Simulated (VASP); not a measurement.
## ZnSe: single point with PBE

Crystal: ZnSe.

```
CELL_PARAMETERS angstrom
0.00000 2.83242 2.83242
2.66927 0.00000 2.83242
2.66927 2.83242 0.00000
ATOMIC_POSITIONS crystal
Zn 0.00000 0.00000 0.00000
Se 0.25000 0.25000 0.25000
```

This cell differs from its parent crystal: uniaxial x strain -5.8%.

```
Program                : VASP 6.6.1
Task                   : single point
Functional             : PBE
Potentials or basis    : VASP PAW PBE potentials, release 64 (Zn, Se)
Cutoff                 : 520 eV
k mesh                 : 8 × 8 × 8
Occupations            : fermi-dirac, width 0.02 eV
Spin                   : no spin polarisation
Dipole correction      : no
Further INCAR settings : ALGO = Normal; EDIFF = 1e-07; NBANDS = 16
```

```json
{
 "Pressure": "6.9 GPa",
 "Band gap on the k mesh": "1.40 eV, direct"
}
```

Stress tensor (GPa, compression positive):
```
7.96 0.00 0.00
0.00 6.36 0.00
0.00 0.00 6.36
```

Levels at points of the mesh, in eV from the valence-band top:
| k point | band 7 | band 8 | band 9 | band 10 | band 11 | band 12 |
| --- | --- | --- | --- | --- | --- | --- |
| (0.00, 0.00, 0.00) | -0.20 | -0.20 | 0.00 | 1.40 | 5.66 | 5.67 |
| (0.50, 0.00, 0.00) | -5.75 | -1.26 | -0.91 | 2.47 | 5.99 | 6.55 |
| (0.50, 0.50, 0.00) | -5.26 | -2.48 | -2.35 | 2.81 | 3.52 | 10.83 |
| (0.00, 0.50, 0.50) | -4.91 | -2.76 | -2.76 | 2.53 | 2.93 | 11.44 |

It took 54 s on 1 thread of AMD EPYC 7R43 64-Core Processor (Zen 3) (shared host), peak memory 0.16 GiB.

Caveat: the cell differs from its parent crystal (uniaxial x strain -5.8%).
